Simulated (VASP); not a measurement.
# Rh (Fm-3m) in VASP: notebook, part 2 of 2

VASP 6.6.1.

### 5 Single point, r2SCAN

File POSCAR:

```
Rh
1.0
    0.0000000000      1.8863805335      1.8863805335
    1.8863805335      0.0000000000      1.8863805335
    1.8863805335      1.8863805335      0.0000000000
Rh
1
Direct
    0.0000000000      0.0000000000      0.0000000000
```

File INCAR.step1:

```
SYSTEM = Rh
ALGO = Normal
EDIFF = 1E-5
ENCUT = 580
GGA = PE
GGA_COMPAT = .False.
ISMEAR = 0
LASPH = .True.
LCHARG = .False.
LREAL = .False.
LWAVE = .True.
NBANDS = 14
NELM = 120
PREC = Accurate
SIGMA = 0.05
```

File INCAR.step2:

```
SYSTEM = Rh
ALGO = Normal
EDIFF = 1E-6
ENCUT = 580
GGA_COMPAT = .False.
ISIF = 2
ISMEAR = 0
ISTART = 1
LASPH = .True.
LCHARG = .True.
LELF = .True.
LMIXTAU = .True.
LREAL = .False.
LVHAR = .True.
LWAVE = .False.
METAGGA = R2SCAN
NBANDS = 14
NELM = 120
PREC = Accurate
SIGMA = 0.05
```

File KPOINTS:

```
k-points
0
Gamma
  18 18 18
  0 0 0
```

Potentials or basis: VASP PAW PBE potentials, release 64 (Rh_sv_GW).

On the command line:

```
$ cat potpaw_PBE.64/Rh_sv_GW/POTCAR > POTCAR
$ cp INCAR.step1 INCAR
$ mpirun -np 1 vasp_std > vasp.out
$ cp INCAR.step2 INCAR
$ mpirun -np 1 vasp_std > vasp.out
```

OUTCAR:

```text
SYSTEM = Rh
   EDIFF = 1E-6
   ENCUT = 580
   ISIF = 2
   ISMEAR = 0
   ISTART = 1
   LASPH = .True.
   LREAL = .False.
   METAGGA = R2SCAN
   NELM = 120
   PREC = Accurate

 ion  position               nearest neighbor table
   1  0.000  0.000  0.000-

  LATTYP: Found a face centered cubic cell.
 ALAT       =     3.7727610670

  Lattice vectors:

 A1 = (   0.0000000000,   1.8863805335,   1.8863805335)
 A2 = (   1.8863805335,   0.0000000000,   1.8863805335)
 A3 = (   1.8863805335,   1.8863805335,   0.0000000000)

Analysis of symmetry for initial positions (statically):
=====================================================================
 Subroutine PRICEL returns:
 Original cell was already a primitive cell.

 Routine SETGRP: Setting up the symmetry group for a
 face centered cubic supercell.

 Subroutine GETGRP returns: Found 48 space group operations
 (whereof 48 operations were pure point group operations)
 out of a pool of 48 trial point group operations.

The static configuration has the point symmetry O_h .

Analysis of symmetry for dynamics (positions and initial velocities):
[... 168 lines left out ...]
      2     -36.7477      2.00000
      3     -36.7477      2.00000
      4     -36.7477      2.00000
      5       2.7691      2.00000
      6       7.8127      2.00000
      7       7.8127      2.00000
      8       7.8127      2.00000
      9       9.9887      2.00000
     10       9.9887      2.00000
     11      27.5374      0.00000
     12      33.3175      0.00000
     13      33.3175      0.00000
     14      33.3175      0.00000
[... 377 lines left out ...]
      1     -70.0875      2.00000
      2     -37.1571      2.00000
      3     -36.8312      2.00000
      4     -36.7941      2.00000
      5       4.6703      2.00000
      6       7.4705      2.00000
      7       8.2167      2.00000
      8       8.2704      2.00000
      9       9.8002      2.00000
     10      10.5385      2.00000
     11      27.4301      0.00000
     12      29.4494      0.00000
     13      35.1244      0.00000
     14      36.9693      0.00000

 [... further k-points ...]

------------------------ aborting loop because EDIFF is reached ----------------------------------------

  FORCE on cell =-STRESS in cart. coord.  units (eV):
  Direction    XX          YY          ZZ          XY          YZ          ZX
  --------------------------------------------------------------------------------------
  -------------------------------------------------------------------------------------
  Total        0.3933788      0.3933788      0.3933788      0.0000000     -0.0000000     -0.0000000
  in kB       46.9465445     46.9465445     46.9465445      0.0000000     -0.0000000     -0.0000000
  external PRESSURE =      46.9465445 kB  Pullay stress =       0.0000000 kB

 VOLUME and BASIS-vectors are now :
 -----------------------------------------------------------------------------
  energy-cutoff  :      580.00
  volume of cell :       13.43
      direct lattice vectors                 reciprocal lattice vectors
     0.000000000  1.886380533  1.886380533    -0.265057867  0.265057867  0.265057867
     1.886380533  0.000000000  1.886380533     0.265057867 -0.265057867  0.265057867
     1.886380533  1.886380533  0.000000000     0.265057867  0.265057867 -0.265057867

 POSITION                                       TOTAL-FORCE (eV/Angst)
 -----------------------------------------------------------------------------------
      0.00000      0.00000      0.00000         0.000000      0.000000     -0.000000
 -----------------------------------------------------------------------------------
    total drift:                                0.000000      0.000000     -0.000000

  FREE ENERGIE OF THE ION-ELECTRON SYSTEM (eV)
  ---------------------------------------------------
  free  energy   TOTEN  =       -23.2758526900 eV

  energy  without entropy=      -23.2743206398  energy(sigma->0) =      -23.27508666
```

OUTCAR.step1:

```text
SYSTEM = Rh
   EDIFF = 1E-5
   ENCUT = 580
   GGA = PE
   ISMEAR = 0
   LASPH = .True.
[... 626 lines left out ...]
 -----------------------------------------------------------------------------------
      0.00000      0.00000      0.00000         0.000000      0.000000      0.000000
 -----------------------------------------------------------------------------------
    total drift:                                0.000000      0.000000     -0.000000

  FREE ENERGIE OF THE ION-ELECTRON SYSTEM (eV)
  ---------------------------------------------------
  free  energy   TOTEN  =        -6.3853514334 eV

  energy  without entropy=       -6.3837601824  energy(sigma->0) =       -6.38455581
```

Wall time 56 s (1 thread of Intel Xeon 6975P-C (Granite Rapids), shared host); peak memory 0.19 GiB.

What came out:

* Free energy: -23.2759 eV
* Pressure: 4.7 GPa

Caveat: the PAW data sets were made with another functional, which shifts forces and pressure a little.

### 6 Summary

| potentials or basis | cell | cutoff (eV) | second run | gap on the mesh (eV) | pressure (GPa) |
| --- | --- | --- | --- | --- | --- |
| VASP PAW PBE potentials, release 64 (Rh_pv) | a = 2.668 Å, angles 60.0°, 1 atom | 520 | - | none | 7.7 |
| VASP PAW PBE potentials, release 64 (Rh_pv) | a = 2.687 Å, angles 60.0°, 1 atom | 520 | - | none | 1.1 |
| VASP PAW PBE potentials, release 64 (Rh_sv_GW) | a = 2.687 Å, angles 60.0°, 1 atom | 580 | valence_matched | none | -1.7 |
| VASP PAW PBE potentials, release 64 (Rh_sv_GW) | a = 2.668 Å, angles 60.0°, 1 atom | 580 | valence_matched | none | 4.7 |

Alike in all rows: task single point; level r2SCAN; no spin polarisation; k mesh 18 × 18 × 18; smearing gaussian 0.05 eV.

Caveats: the PAW data sets were made with another functional, which shifts forces and pressure a little.

Absolute energies hang on the potentials; compare differences alone.
